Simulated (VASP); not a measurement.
# Ti (P6_3/mmc) in VASP: notebook

Runs on Ti. Level: r2SCAN. Tasks: single point.

All numbers are computed with VASP 6.6.1; they aren't measurements. Logs are shortened: lines on timing, memory, paths and dates and some standing lists are left out, and cuts for length are marked.

### Step 1. The cell of the first run

It takes space group P6_3/mmc (No. 194, hexagonal). The conventional cell has a = 3.004 Å, b = 3.004 Å, c = 5.195 Å, α = 90.00°, β = 90.00°, γ = 120.00°. Within 4.0 Å of Ti (site symmetry -6m2) lie 12 Ti at 3.00 to 3.12 Å.

### Step 2. Single point, r2SCAN

POSCAR reads:

```
Ti
1.0
    3.0036000000      0.0000000000      0.0000000000
   -1.5018000000      2.6011939028      0.0000000000
    0.0000000000      0.0000000000      5.1950000000
Ti
2
Direct
    0.3333333333      0.6666666667      0.2500000000
    0.6666666667      0.3333333333      0.7500000000
```

INCAR.step1 reads:

```
  PREC = Accurate
  ENCUT = 520
  ISMEAR = 1
  SIGMA = 0.05
  LREAL = False
  LASPH = True
  NELM = 60
  NBANDS = 19
  GGA = PE
  ALGO = Normal
  EDIFF = 1E-4
  LWAVE = True
  LCHARG = False
```

INCAR.step2 reads:

```
  PREC = Accurate
  ENCUT = 520
  EDIFF = 1E-6
  ISMEAR = 1
  SIGMA = 0.05
  LREAL = False
  LASPH = True
  NELM = 60
  ALGO = Normal
  ISIF = 2
  LWAVE = False
  LCHARG = False
  METAGGA = R2SCAN
  LMIXTAU = True
  NBANDS = 19
  ISTART = 1
```

KPOINTS reads:

```
Automatic mesh
0
Gamma
  18 18 10
```

Potentials or basis: VASP PAW PBE potentials, release 64 (Ti_sv).

Command:

```
$ cat potpaw_PBE.64/Ti_sv/POTCAR > POTCAR
$ cp INCAR.step1 INCAR
$ mpirun -np 1 vasp_std > vasp.out
$ cp INCAR.step2 INCAR
$ mpirun -np 1 vasp_std > vasp.out
```

OUTCAR:

```text
PREC = Accurate
   ENCUT = 520
   EDIFF = 1E-6
   ISMEAR = 1
   LREAL = False
   LASPH = True
   NELM = 60
   ISIF = 2
   METAGGA = R2SCAN
   ISTART = 1

 ion  position               nearest neighbor table
   1  0.333  0.667  0.250-
   2  0.667  0.333  0.750-

  LATTYP: Found a hexagonal cell.
 ALAT       =     3.0036000000
 C/A-ratio  =     1.7295911573

  Lattice vectors:

 A1 = (   3.0036000000,   0.0000000000,   0.0000000000)
 A2 = (  -1.5018000000,   2.6011939028,   0.0000000000)
 A3 = (   0.0000000000,   0.0000000000,   5.1950000000)

Analysis of symmetry for initial positions (statically):
=====================================================================
 Subroutine PRICEL returns:
 Original cell was already a primitive cell.

 Routine SETGRP: Setting up the symmetry group for a
 hexagonal supercell.

 Subroutine GETGRP returns: Found 24 space group operations
 (whereof 12 operations were pure point group operations)
 out of a pool of 24 trial point group operations.

The static configuration has the point symmetry D_3d.
 The point group associated with its full space group is D_6h.

Analysis of symmetry for dynamics (positions and initial velocities):
=====================================================================
 Subroutine PRICEL returns:
 Original cell was already a primitive cell.

 Routine SETGRP: Setting up the symmetry group for a
 hexagonal supercell.

 Subroutine GETGRP returns: Found 24 space group operations
 (whereof 12 operations were pure point group operations)
 out of a pool of 24 trial point group operations.

The dynamic configuration has the point symmetry D_3d.
 The point group associated with its full space group is D_6h.

 Subroutine INISYM returns: Found 24 space group operations
 (whereof 12 operations are pure point group operations),
 and found     1 'primitive' translations

----------------------------------------------------------------------------------------

                                     Primitive cell

  volume of cell :      40.5883

  direct lattice vectors                    reciprocal lattice vectors
     3.003600000  0.000000000  0.000000000     0.332933813  0.192219426  0.000000000
    -1.501800000  2.601193903  0.000000000     0.000000000  0.384438853  0.000000000
[... 75 lines left out ...]
 SYSTEM =  unknown system
   PREC   = accura    normal or accurate (medium, high low for compatibility)
   ISTART =      1    job   : 0-new  1-cont  2-samecut
   ICHARG =      0    charge: 1-file 2-atom 10-const
   ISPIN  =      1    spin polarized calculation?
   LNONCOLLINEAR =      F non collinear calculations
   LSORBIT =      F    spin-orbit coupling
   LASPH  =      T    aspherical Exc in radial PAW
   ENCUT  =  520.0 eV  38.22 Ry    6.18 a.u.   5.58  5.58  9.66*2*pi/ulx,y,z
   NELM   =     60;   NELMIN=  2; NELMDL=  0     # of ELM steps
   EDIFF  = 0.1E-05   stopping-criterion for ELM
   LREAL  =      F    real-space projection
   EDIFFG = 0.1E-04   stopping-criterion for IOM
   NSW    =      0    number of steps for IOM
   IBRION =     -1    ionic relax: 0-MD 1-quasi-New 2-CG
   NFREE  =      0    steps in history (QN), initial steepest desc. (CG)
   ISIF   =      2    stress and relaxation
   ISYM   =      2    0-nonsym 1-usesym 2-fastsym
   POTIM  = 0.5000    time-step for ionic-motion
   TEBEG  =    0.0;   TEEND  =   0.0 temperature during run
   PSTRESS=    0.0 pullay stress
   NELECT =      24.0000    total number of electrons
   NUPDOWN=      -1.0000    fix difference up-down
   EMIN   =  10.00;   EMAX   =-10.00  energy-range for DOS
   EFERMI =   0.00;   METHOD = LEGACY
   ISMEAR =     1;   SIGMA  =   0.05  broadening in eV -4-tet -1-fermi 0-gaus
   EFERMI_NEDOS =   21; number of points for ismear=-14 and -15
   IALGO  =     38    algorithm
   IMIX   =      4    mixing-type and parameters
     AMIX     =   0.40;   BMIX     =  1.00
     AMIX_MAG =   1.60;   BMIX_MAG =  1.00
  volume/ion in A,a.u.               =      20.29       136.95
  Fermi-wavevector in a.u.,A,eV,Ry     =   1.374079  2.596633 25.689076  1.888094
  Thomas-Fermi vector in A             =   2.499538
   LORBIT       =      0    0 simple, 1 ext, 2 COOP (PROOUT), +10 PAW based schemes
   METAGGA = R2SCAN    functional components
   LHFCALC =     F    Hartree Fock is set to
   AEXX    =    0.0000 exact exchange contribution
   IVDW    =     0    specifies the selected vdW correction
   LEPSILON=     F    determine dielectric tensor
   LRPA    =     F    only Hartree local field effects (RPA)
 non-spin polarized calculation
 Methfessel and Paxton  Order N= 1 SIGMA  =   0.05
  energy-cutoff  :      520.00
  volume of cell :       40.59
 maximum number of plane-waves:      1135
 NGX is ok and might be reduce to    24
   NGX = 11   NGY = 11   NGZ = 19

 number of electron      24.0000008 magnetization

 Free energy of the ion-electron system (eV)
  ---------------------------------------------------
  ext. energy  EPLUGINS =         0.00000000
  ---------------------------------------------------
  free energy    TOTEN  =       -25.54794615 eV

  energy without entropy =      -25.54829542  energy(sigma->0) =      -25.54806257

 E-fermi :   6.8448     XC(G=0): -11.6180

 val. band max:        6.8343503468   @ k =   0.1111   0.1111   0.1000
 cond. band min:       6.8597140158   @ k =   0.2222   0.2222   0.5000
 fundamental gap:      0.0253636690
 Fermi energy:         6.8448441495

 k-point     1 :       0.0000    0.0000    0.0000
  band No.  band energies     occupation
      1     -52.6656      2.00000
      2     -52.6133      2.00000
      3     -28.0280      2.00000
      4     -27.6721      2.00000
      5     -27.6103      2.00000
      6     -27.6103      2.00000
[... 505 lines left out ...]
      6     -27.7375      2.00000
[... 11 lines left out ...]
     18       9.8680      0.00000
     19      10.6248      0.00000

 [... further k-points ...]
[... 5 lines left out ...]
  --------------------------------------------------------------------------------------
  -------------------------------------------------------------------------------------
  Total       -2.6922384     -2.6922384     -5.0154159     -0.0000000     -0.0000000      0.0000000
  in kB     -106.2731903   -106.2731903   -197.9781048     -0.0000000     -0.0000000      0.0000000
  external PRESSURE =    -136.8414951 kB  Pullay stress =       0.0000000 kB

 VOLUME and BASIS-vectors are now :
 -----------------------------------------------------------------------------
  energy-cutoff  :      520.00
  volume of cell :       40.59
      direct lattice vectors                 reciprocal lattice vectors
     3.003600000  0.000000000  0.000000000     0.332933813  0.192219426  0.000000000
    -1.501800000  2.601193903  0.000000000     0.000000000  0.384438853  0.000000000
     0.000000000  0.000000000  5.195000000     0.000000000  0.000000000  0.192492782

 POSITION                                       TOTAL-FORCE (eV/Angst)
 -----------------------------------------------------------------------------------
     -0.00000      1.73413      1.29875         0.000000     -0.000000      0.000000
      1.50180      0.86706      3.89625        -0.000000      0.000000      0.000000
 -----------------------------------------------------------------------------------
    total drift:                               -0.000000      0.000000     -0.000000

  FREE ENERGIE OF THE ION-ELECTRON SYSTEM (eV)
  ---------------------------------------------------
  free  energy   TOTEN  =       -25.5479461491 eV

  energy  without entropy=      -25.5482954196  energy(sigma->0) =      -25.54806257
```

OUTCAR.step1:

```text
PREC = Accurate
   ENCUT = 520
   ISMEAR = 1
   LREAL = False
   LASPH = True
[... 753 lines left out ...]
     -0.00000      1.73413      1.29875         0.000000     -0.000000      0.000000
      1.50180      0.86706      3.89625        -0.000000      0.000000      0.000000
 -----------------------------------------------------------------------------------
    total drift:                               -0.000000      0.000000     -0.000000

  FREE ENERGIE OF THE ION-ELECTRON SYSTEM (eV)
  ---------------------------------------------------
  free  energy   TOTEN  =       -15.3443426388 eV

  energy  without entropy=      -15.3447851751  energy(sigma->0) =      -15.34449015
```

OSZICAR.step1:

```text
N       E                     dE             d eps       ncg     rms          rms(c)
DAV:   1     0.264900339454E+03    0.26490E+03   -0.13160E+04  8476   0.152E+03
DAV:   2     0.128393328110E+02   -0.25206E+03   -0.24833E+03  8656   0.439E+02
DAV:   3    -0.162709461187E+02   -0.29110E+02   -0.28771E+02 15844   0.122E+02
DAV:   4    -0.177293775528E+02   -0.14584E+01   -0.14563E+01  9955   0.282E+01
DAV:   5    -0.178099544886E+02   -0.80577E-01   -0.80563E-01 13129   0.459E+00    0.105E+01
DAV:   6    -0.153478793057E+02    0.24621E+01   -0.10203E+01  9822   0.296E+01    0.240E+00
DAV:   7    -0.153372199857E+02    0.10659E-01   -0.57133E-01 12646   0.504E+00    0.190E+00
DAV:   8    -0.153487331975E+02   -0.11513E-01   -0.14042E-01  9497   0.437E+00    0.470E-01
DAV:   9    -0.153440611460E+02    0.46721E-02   -0.31041E-02 10204   0.163E+00    0.653E-02
DAV:  10    -0.153442925684E+02   -0.23142E-03   -0.18472E-03 11690   0.255E-01    0.617E-02
DAV:  11    -0.153443426388E+02   -0.50070E-04   -0.76377E-05  5653   0.714E-02
   1 F= -.15344343E+02 E0= -.15344490E+02  d E =0.442536E-03
```

Wall time 8.2 min (1 thread of Intel Xeon 6975P-C (Granite Rapids), shared host); peak memory 0.27 GiB.

Results:

* Free energy: -25.5479 eV
* Pressure: -13.7 GPa
* Band gap on the k mesh: zero (bands 12 and 13 overlap by 0.72 eV)

Stress tensor (GPa, compression positive):
```
-10.63   0.00   0.00
  0.00 -10.63   0.00
  0.00   0.00 -19.80
```

Caveat: the stress differs along the axes, from -20 to -11 GPa; the PAW data sets were made with another functional, which shifts forces and pressure a little.

### Step 3. Single point, r2SCAN

This run uses another cell than the first one, of 20.47 Å³/atom.

POSCAR reads:

```
Ti
1.0
    3.0721000000      0.0000000000      0.0000000000
   -1.5360500000      2.6605166430      0.0000000000
    0.0000000000      0.0000000000      5.0095000000
Ti
2
Direct
    0.3333333333      0.6666666667      0.2500000000
    0.6666666667      0.3333333333      0.7500000000
```

INCAR.step1 reads:

```
SYSTEM = Ti
  ALGO = Normal
  EDIFF = 1E-4
  ENCUT = 520
  GGA = PE
  ISMEAR = 1
  LASPH = .True.
  LCHARG = .False.
  LREAL = .False.
  LWAVE = .True.
  NBANDS = 19
  NELM = 60
  PREC = Accurate
  SIGMA = 0.05
```

INCAR.step2 reads:

```
SYSTEM = Ti
  ALGO = Normal
  EDIFF = 1E-7
  ENCUT = 520
  ISIF = 2
  ISMEAR = 1
  ISTART = 1
  LASPH = .True.
  LCHARG = .False.
  LMIXTAU = .True.
  LREAL = .False.
  LWAVE = .False.
  METAGGA = R2SCAN
  NBANDS = 19
  NELM = 60
  PREC = Accurate
  SIGMA = 0.05
```

KPOINTS reads:

```
k-points
0
Gamma
  18 18 10
  0 0 0
```

Potentials or basis: VASP PAW PBE potentials, release 64 (Ti_sv).

Command:

```
$ cat potpaw_PBE.64/Ti_sv/POTCAR > POTCAR
$ cp INCAR.step1 INCAR
$ mpirun -np 1 vasp_std > vasp.out
$ cp INCAR.step2 INCAR
$ mpirun -np 1 vasp_std > vasp.out
```

Wall time 7.4 min (1 thread of Intel Xeon 6975P-C (Granite Rapids), shared host); peak memory 0.26 GiB.

The run converged. Its results:

```
Free energy            : -25.5797 eV
Pressure               : -14.4 GPa
Band gap on the k mesh : zero (bands 12 and 13 overlap by 1.04 eV)
```

Stress tensor (GPa, compression positive):
```
-13.34   0.00   0.00
  0.00 -13.34   0.00
  0.00   0.00 -16.46
```

Levels at points of the mesh, in eV from the Fermi level:
```tsv
k point	band 9	band 10	band 11	band 12	band 13	band 14	band 15	band 16
(0.00, 0.00, 0.00)	-6.22	-2.53	-0.04	0.65	0.77	0.77	1.14	1.14
(0.50, 0.00, 0.00)	-2.28	-1.85	-1.57	-0.84	0.46	0.67	0.91	2.94
(0.00, 0.00, 0.50)	-4.55	-4.55	-0.05	-0.05	0.74	0.74	0.74	0.74
(0.50, 0.00, 0.50)	-2.27	-2.27	-0.76	-0.76	0.89	0.89	1.65	1.65
```

Caveat: the cell stands under tension; the PAW data sets were made with another functional, which shifts forces and pressure a little.

The gap in the log of VASP goes by the Fermi energy; the results here count the filled bands.